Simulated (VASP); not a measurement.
# Te2Mo (P6_3/mmc) in VASP: a series of runs

The runs below take Te2Mo through single point, with PBE.

All numbers are computed with VASP 6.6.1; they aren't measurements. Logs are shortened: lines on timing, memory, paths and dates and some standing lists are left out, and cuts for length are marked.

**Experimental background.**

“Broadband infrared study of pressure-tunable Fano resonance and metallization transition in 2H-MoTe2”, 2022, pmc:9569381 quotes, for a bulk crystal of Te2Mo at 300 K: band gap 0.88 ± 0.05 eV (indirect).

The runs below are set against these values where they give the same quantity.

### 1 The cell of the first run

It takes space group P6_3/mmc (No. 194, hexagonal). The conventional cell has a = 3.518 Å, b = 3.518 Å, c = 13.974 Å, α = 90.00°, β = 90.00°, γ = 120.00°. Within 3.7 Å of Te (site symmetry 3m) lie 3 Mo at 2.72 Å and 7 Te at 3.52 to 3.61 Å. Within 3.6 Å of Mo (site symmetry -6m2) lie 6 Te at 2.72 Å and 6 Mo at 3.52 Å.

### 2 Single point, PBE

INCAR

```
ALGO = Normal
EDIFF = 1E-6
ENCUT = 520
GGA = PE
ISIF = 2
ISMEAR = -1
LASPH = True
LCHARG = False
LREAL = False
LWAVE = False
NBANDS = 35
NELM = 60
PREC = Accurate
SIGMA = 0.05
```

KPOINTS

```
k-points
0
Gamma
  7 7 2
```

POSCAR

```
Te2Mo
1.0
    3.5182000000      0.0000000000      0.0000000000
   -1.7591000000      3.0468505756      0.0000000000
    0.0000000000      0.0000000000     13.9736000000
Te Mo
4 2
Direct
    0.6666666667      0.3333333333      0.3790000000
    0.3333333333      0.6666666667      0.8790000000
    0.6666666667      0.3333333333      0.1210000000
    0.3333333333      0.6666666667      0.6210000000
    0.6666666667      0.3333333333      0.7500000000
    0.3333333333      0.6666666667      0.2500000000
```

Potentials or basis: VASP PAW PBE potentials, release 64 (Te, Mo_sv).

Command:

```console
$ cat potpaw_PBE.64/Te/POTCAR potpaw_PBE.64/Mo_sv/POTCAR > POTCAR
$ mpirun -np 1 vasp_std > vasp.out
```

OUTCAR:

```text
EDIFF = 1E-6
   ENCUT = 520
   GGA = PE
   ISIF = 2
   ISMEAR = -1
   LASPH = True
   LREAL = False
   NELM = 60
   PREC = Accurate

 ion  position               nearest neighbor table
   1  0.667  0.333  0.379-   6 2.72   6 2.72   6 2.72   3 3.61
   2  0.333  0.667  0.879-   5 2.72   5 2.72   5 2.72   4 3.61
   3  0.667  0.333  0.121-   6 2.72   6 2.72   6 2.72   1 3.61
   4  0.333  0.667  0.621-   5 2.72   5 2.72   5 2.72   2 3.61
   5  0.667  0.333  0.750-   2 2.72   4 2.72   2 2.72   4 2.72   2 2.72   4 2.72
   6  0.333  0.667  0.250-   1 2.72   3 2.72   1 2.72   3 2.72   1 2.72   3 2.72

  LATTYP: Found a hexagonal cell.
 ALAT       =     3.5182000000
 C/A-ratio  =     3.9718037633

  Lattice vectors:

 A1 = (   3.5182000000,   0.0000000000,   0.0000000000)
 A2 = (  -1.7591000000,   3.0468505756,   0.0000000000)
 A3 = (   0.0000000000,   0.0000000000,  13.9736000000)

Analysis of symmetry for initial positions (statically):
=====================================================================
 Subroutine PRICEL returns:
 Original cell was already a primitive cell.

 Routine SETGRP: Setting up the symmetry group for a
 hexagonal supercell.

 Subroutine GETGRP returns: Found 24 space group operations
 (whereof 12 operations were pure point group operations)
 out of a pool of 24 trial point group operations.

The static configuration has the point symmetry D_3d.
 The point group associated with its full space group is D_6h.

Analysis of symmetry for dynamics (positions and initial velocities):
=====================================================================
 Subroutine PRICEL returns:
 Original cell was already a primitive cell.

 Routine SETGRP: Setting up the symmetry group for a
 hexagonal supercell.

 Subroutine GETGRP returns: Found 24 space group operations
 (whereof 12 operations were pure point group operations)
 out of a pool of 24 trial point group operations.

The dynamic configuration has the point symmetry D_3d.
 The point group associated with its full space group is D_6h.

 Subroutine INISYM returns: Found 24 space group operations
 (whereof 12 operations are pure point group operations),
 and found     1 'primitive' translations

----------------------------------------------------------------------------------------

                                     Primitive cell

  volume of cell :     149.7890

  direct lattice vectors                    reciprocal lattice vectors
[... 88 lines left out ...]
   EDIFFG = 0.1E-04   stopping-criterion for IOM
   NSW    =      0    number of steps for IOM
   IBRION =     -1    ionic relax: 0-MD 1-quasi-New 2-CG
   NFREE  =      0    steps in history (QN), initial steepest desc. (CG)
   ISIF   =      2    stress and relaxation
   ISYM   =      2    0-nonsym 1-usesym 2-fastsym
   POTIM  = 0.5000    time-step for ionic-motion
   TEBEG  =    0.0;   TEEND  =   0.0 temperature during run
   PSTRESS=    0.0 pullay stress
   NELECT =      52.0000    total number of electrons
   NUPDOWN=      -1.0000    fix difference up-down
   EMIN   =  10.00;   EMAX   =-10.00  energy-range for DOS
   EFERMI =   0.00;   METHOD = LEGACY
   ISMEAR =    -1;   SIGMA  =   0.05  broadening in eV -4-tet -1-fermi 0-gaus
   EFERMI_NEDOS =   21; number of points for ismear=-14 and -15
   IALGO  =     38    algorithm
   IMIX   =      4    mixing-type and parameters
     AMIX     =   0.40;   BMIX     =  1.00
     AMIX_MAG =   1.60;   BMIX_MAG =  1.00
  volume/ion in A,a.u.               =      24.96       168.47
  Fermi-wavevector in a.u.,A,eV,Ry     =   1.150578  2.174277 18.011787  1.323829
  Thomas-Fermi vector in A             =   2.287241
   LORBIT       =      0    0 simple, 1 ext, 2 COOP (PROOUT), +10 PAW based schemes
   GGA     = PE    functional components
   LHFCALC =     F    Hartree Fock is set to
   AEXX    =    0.0000 exact exchange contribution
   IVDW    =     0    specifies the selected vdW correction
   LEPSILON=     F    determine dielectric tensor
   LRPA    =     F    only Hartree local field effects (RPA)
 non-spin polarized calculation
  energy-cutoff  :      520.00
  volume of cell :      149.79
 maximum number of plane-waves:      4095
 NGX is ok and might be reduce to    28
   NGX = 13   NGY = 13   NGZ = 51

 number of electron      51.9999997 magnetization

 Free energy of the ion-electron system (eV)
  ---------------------------------------------------
  ext. energy  EPLUGINS =         0.00000000
  ---------------------------------------------------
  free energy    TOTEN  =       -35.98606737 eV

  energy without entropy =      -35.98604478  energy(sigma->0) =      -35.98605607

 E-fermi :   8.5253     XC(G=0): -10.4425

 val. band max:        8.1564133466   @ k =   0.0000   0.0000   0.0000
 cond. band min:       8.9914508038   @ k =   0.2857   0.1429   0.0000
 fundamental gap:      0.8350374572
 Fermi energy:         8.5252679184

 k-point     1 :       0.0000    0.0000    0.0000
  band No.  band energies     occupation
      1     -52.6651      2.00000
      2     -52.6651      2.00000
      3     -26.8316      2.00000
      4     -26.8316      2.00000
      5     -26.7090      2.00000
      6     -26.7090      2.00000
[... 597 lines left out ...]
     34      11.8181      0.00000
     35      13.2520      0.00000

------------------------ aborting loop because EDIFF is reached ----------------------------------------

  FORCE on cell =-STRESS in cart. coord.  units (eV):
  Direction    XX          YY          ZZ          XY          YZ          ZX
  --------------------------------------------------------------------------------------
  -------------------------------------------------------------------------------------
  Total        2.5227135      2.5227135      3.2197134      0.0000000      0.0000000      0.0000000
  in kB       26.9835153     26.9835153     34.4387839      0.0000000      0.0000000      0.0000000
  external PRESSURE =      29.4686048 kB  Pullay stress =       0.0000000 kB

 VOLUME and BASIS-vectors are now :
 -----------------------------------------------------------------------------
  energy-cutoff  :      520.00
  volume of cell :      149.79
      direct lattice vectors                 reciprocal lattice vectors
     3.518200000  0.000000000  0.000000000     0.284236257  0.164103880  0.000000000
    -1.759100000  3.046850576  0.000000000     0.000000000  0.328207759  0.000000000
     0.000000000  0.000000000 13.973600000     0.000000000  0.000000000  0.071563520

 POSITION                                       TOTAL-FORCE (eV/Angst)
 -----------------------------------------------------------------------------------
      1.75910      1.01562      5.29599         0.000000     -0.000000      0.189178
     -0.00000      2.03123     12.28279         0.000000     -0.000000      0.189178
      1.75910      1.01562      1.69081         0.000000     -0.000000     -0.189178
     -0.00000      2.03123      8.67761         0.000000     -0.000000     -0.189178
      1.75910      1.01562     10.48020        -0.000000     -0.000000      0.000000
     -0.00000      2.03123      3.49340         0.000000      0.000000      0.000000
 -----------------------------------------------------------------------------------
    total drift:                               -0.000000      0.000000     -0.000000

  FREE ENERGIE OF THE ION-ELECTRON SYSTEM (eV)
  ---------------------------------------------------
  free  energy   TOTEN  =       -35.9860673680 eV

  energy  without entropy=      -35.9860447789  energy(sigma->0) =      -35.98605607
```

OSZICAR:

```text
N       E                     dE             d eps       ncg     rms          rms(c)
DAV:   1     0.402808307077E+03    0.40281E+03   -0.27046E+04  1272   0.134E+03
DAV:   2    -0.152809623440E+02   -0.41809E+03   -0.40409E+03  1372   0.320E+02
DAV:   3    -0.367314436014E+02   -0.21450E+02   -0.21060E+02  1392   0.637E+01
DAV:   4    -0.372336113582E+02   -0.50217E+00   -0.49980E+00  1333   0.944E+00
DAV:   5    -0.372454142021E+02   -0.11803E-01   -0.11801E-01  1381   0.152E+00    0.217E+01
DAV:   6    -0.364761552974E+02    0.76926E+00   -0.56964E+00  1232   0.131E+01    0.881E+00
DAV:   7    -0.364236288945E+02    0.52526E-01   -0.47702E+00  1166   0.106E+01    0.616E+00
DAV:   8    -0.359879614308E+02    0.43567E+00   -0.97477E-01  1177   0.541E+00    0.270E+00
DAV:   9    -0.359934612770E+02   -0.54998E-02   -0.19899E-01  1294   0.203E+00    0.111E+00
DAV:  10    -0.359858409970E+02    0.76203E-02   -0.32812E-02  1191   0.107E+00    0.360E-01
DAV:  11    -0.359862317666E+02   -0.39077E-03   -0.22221E-03  1307   0.229E-01    0.190E-01
DAV:  12    -0.359861141479E+02    0.11762E-03   -0.21138E-04  1307   0.770E-02    0.156E-01
DAV:  13    -0.359860707846E+02    0.43363E-04   -0.12654E-04  1221   0.585E-02    0.549E-02
DAV:  14    -0.359860698717E+02    0.91291E-06   -0.10557E-05  1184   0.142E-02    0.385E-02
DAV:  15    -0.359860687216E+02    0.11501E-05   -0.77937E-07   672   0.478E-03    0.211E-02
DAV:  16    -0.359860674550E+02    0.12666E-05   -0.28928E-06   911   0.904E-03    0.431E-03
DAV:  17    -0.359860673680E+02    0.86968E-07   -0.23669E-07   614   0.252E-03
   1 F= -.35986067E+02 E0= -.35986056E+02  d E =-.225891E-04
```

stdout:

```text
POSCAR found type information on POSCAR TeMo
 POSCAR found :  2 types and       6 ions
 scaLAPACK will be used
 LDA part: xc-table for (Slater+PW92), standard interpolation
 POSCAR, INCAR and KPOINTS ok, starting setup
 FFT: planning ... GRIDC
 FFT: planning ... GRID_SOFT
 FFT: planning ... GRID
 WAVECAR not read
 entering main loop
```

Wall time 3.6 min (1 thread of Intel Xeon 8259CL, shared host); peak memory 0.31 GiB.

What came out:

```
Free energy            : -35.9861 eV
Pressure               : 2.9 GPa
Largest force          : 0.189 eV/Å
Band gap on the k mesh : 0.84 eV (least direct gap 1.25 eV)
```

Forces in eV/Å, atoms in the order of the input:
```
Te   0.000  0.000  0.189
Te   0.000  0.000  0.189
Te   0.000  0.000 -0.189
Te   0.000  0.000 -0.189
Mo   0.000  0.000  0.000
Mo   0.000  0.000  0.000
```

Stress tensor (GPa, compression positive):
```
2.70 0.00 0.00
0.00 2.70 0.00
0.00 0.00 3.44
```

Caveat: spin-orbit coupling is left out, which moves the levels of the heavy elements; an odd mesh through Γ misses points on the zone boundary, where band edges can lie; this functional lacks dispersion, which binds the layers, so the pressure and a relaxed spacing across them are unreliable.

### 3 Single point, PBE

This run uses another cell than the first one, of 25.47 Å³/atom.

INCAR

```
PREC     = Accurate       # precision mode
ENCUT    = 520            # plane-wave cutoff, eV
EDIFF    = 1E-6           # SCF threshold, eV
ISMEAR   = -1             # smearing method
SIGMA    = 0.05           # smearing width, eV
LREAL    = F              # projectors in reciprocal space
LASPH    = T              # aspherical terms in the spheres
NELM     = 100            # most SCF steps
ALGO     = Normal         # electronic algorithm
ISIF     = 2              # what is computed and relaxed
LWAVE    = F              # write WAVECAR
LCHARG   = T              # write CHGCAR
GGA      = PE             # functional
LELF     = T              # ELF
LVHAR    = T            
NBANDS   = 35             # bands
```

KPOINTS

```
regular mesh
0
Gamma
  7 7 2
```

Changes to POSCAR since step 2:

```diff
@@ -2,4 +2,4 @@
 1.0
-    3.5182000000      0.0000000000      0.0000000000
-   -1.7591000000      3.0468505756      0.0000000000
+    3.5533820000      0.0000000000      0.0000000000
+   -1.7766910000      3.0773190814      0.0000000000
     0.0000000000      0.0000000000     13.9736000000
```

Potentials or basis: VASP PAW PBE potentials, release 64 (Te, Mo_sv).

Command:

```console
$ cat potpaw_PBE.64/Te/POTCAR potpaw_PBE.64/Mo_sv/POTCAR > POTCAR
$ mpirun -np 1 vasp_std > vasp.out
```

Wall time 3.4 min (1 thread of Intel Xeon 8259CL, shared host); peak memory 0.31 GiB.

It converged, with:

```
Free energy            : -36.0175 eV
Pressure               : 1.0 GPa
Largest force          : 0.013 eV/Å
Band gap on the k mesh : 0.80 eV (least direct gap 1.21 eV)
```

Forces in eV/Å, atoms in the order of the input:
```
Te   0.000  0.000  0.013
Te   0.000  0.000  0.013
Te   0.000  0.000 -0.013
Te   0.000  0.000 -0.013
Mo   0.000  0.000  0.000
Mo   0.000  0.000  0.000
```

Stress tensor (GPa, compression positive):
```
0.62 0.00 0.00
0.00 0.62 0.00
0.00 0.00 1.90
```

Levels at points of the mesh, in eV from the valence-band top:
| k point | band 23 | band 24 | band 25 | band 26 | band 27 | band 28 | band 29 | band 30 |
| --- | --- | --- | --- | --- | --- | --- | --- | --- |
| (0.00, 0.00, 0.00) | -1.09 | -1.01 | -0.28 | 0.00 | 2.74 | 2.74 | 2.87 | 2.87 |
| (0.00, 0.00, 0.50) | -1.11 | -1.11 | -0.07 | -0.07 | 2.78 | 2.78 | 2.78 | 2.78 |

Caveat: spin-orbit coupling is left out, which moves the levels of the heavy elements; an odd mesh through Γ misses points on the zone boundary, where band edges can lie; this functional lacks dispersion, which binds the layers, so the pressure and a relaxed spacing across them are unreliable.

### 4 Single point, PBE

This run uses another cell than the first one, of 25.97 Å³/atom.

INCAR

```
  PREC = Accurate
  ENCUT = 520
  EDIFF = 1E-6
  ISMEAR = -1
  SIGMA = 0.05
  LREAL = F
  LASPH = T
  NELM = 60
  ALGO = Normal
  ISIF = 2
  LWAVE = F
  LCHARG = F
  GGA = PE
  NBANDS = 35
```

KPOINTS

```
Automatic mesh
0
Gamma
  7 7 2
```

Changes to POSCAR since step 3:

```diff
@@ -2,4 +2,4 @@
 1.0
-    3.5533820000      0.0000000000      0.0000000000
-   -1.7766910000      3.0773190814      0.0000000000
+    3.5885640000      0.0000000000      0.0000000000
+   -1.7942820000      3.1077875871      0.0000000000
     0.0000000000      0.0000000000     13.9736000000
```

Command:

```console
$ cat potpaw_PBE.64/Te/POTCAR potpaw_PBE.64/Mo_sv/POTCAR > POTCAR
$ mpirun -np 1 vasp_std > vasp.out
```

Wall time 3.3 min (1 thread of Intel Xeon 8259CL, shared host); peak memory 0.31 GiB.

It converged, with:

```
Free energy            : -36.0122 eV
Pressure               : -0.6 GPa
Largest force          : 0.151 eV/Å
Band gap on the k mesh : 0.76 eV (least direct gap 1.17 eV)
```

Forces on the atoms (eV/Å):
```
Te   0.000  0.000 -0.151
Te   0.000  0.000 -0.151
Te   0.000  0.000  0.151
Te   0.000  0.000  0.151
Mo   0.000  0.000  0.000
Mo   0.000  0.000  0.000
```

Stress tensor (GPa, compression positive):
```
-1.22  0.00  0.00
 0.00 -1.22  0.00
 0.00  0.00  0.55
```

Levels at points of the mesh, in eV from the valence-band top:
| k point | band 24 | band 25 | band 26 | band 27 | band 28 | band 29 |
| --- | --- | --- | --- | --- | --- | --- |
| (0.00, 0.00, 0.00) | -0.96 | -0.25 | 0.00 | 2.60 | 2.60 | 2.73 |
| (0.00, 0.00, 0.50) | -1.16 | -0.06 | -0.06 | 2.63 | 2.63 | 2.63 |

Caveat: spin-orbit coupling is left out, which moves the levels of the heavy elements; an odd mesh through Γ misses points on the zone boundary, where band edges can lie; this functional lacks dispersion, which binds the layers, so the pressure and a relaxed spacing across them are unreliable.

### 5 Summary

```csv
cell,gap on the mesh (eV),pressure (GPa),largest force (eV/Å)
"a = 3.518, b = 3.518, c = 13.974 Å, angles 90.0, 90.0, 120.0°, 6 atoms",0.84,2.9,0.19
"a = 3.553, b = 3.553, c = 13.974 Å, angles 90.0, 90.0, 120.0°, 6 atoms",0.80,1.0,0.01
"a = 3.589, b = 3.589, c = 13.974 Å, angles 90.0, 90.0, 120.0°, 6 atoms",0.76,-0.6,0.15
```

Alike in all rows: task single point; level PBE; potentials or basis VASP PAW PBE potentials, release 64 (Te, Mo_sv); no spin polarisation; k mesh 7 × 7 × 2; cutoff (eV) 520; smearing fermi-dirac 0.05 eV.

Caveats: spin-orbit coupling is left out, which moves the levels of the heavy elements; an odd mesh through Γ misses points on the zone boundary, where band edges can lie; this functional lacks dispersion, which binds the layers, so the pressure and a relaxed spacing across them are unreliable.

Total energies depend on the potentials used, so only differences within one code and one set of settings carry meaning.

### 6 Against experiment

Step 4. A measured gap of Te2Mo is 0.88 eV (indirect; 300 K; quoted in “Broadband infrared study of pressure-tunable Fano resonance and metallization transition in 2H-MoTe2”, 2022, pmc:9569381); the calculated 0.76 eV misses it by -0.12 eV. Spin-orbit coupling on Mo, Te is left out. The value is that of PBE on a finite k mesh, which can miss the band edges, without temperature or zero-point motion. Semilocal functionals fall short of measured gaps as a rule.
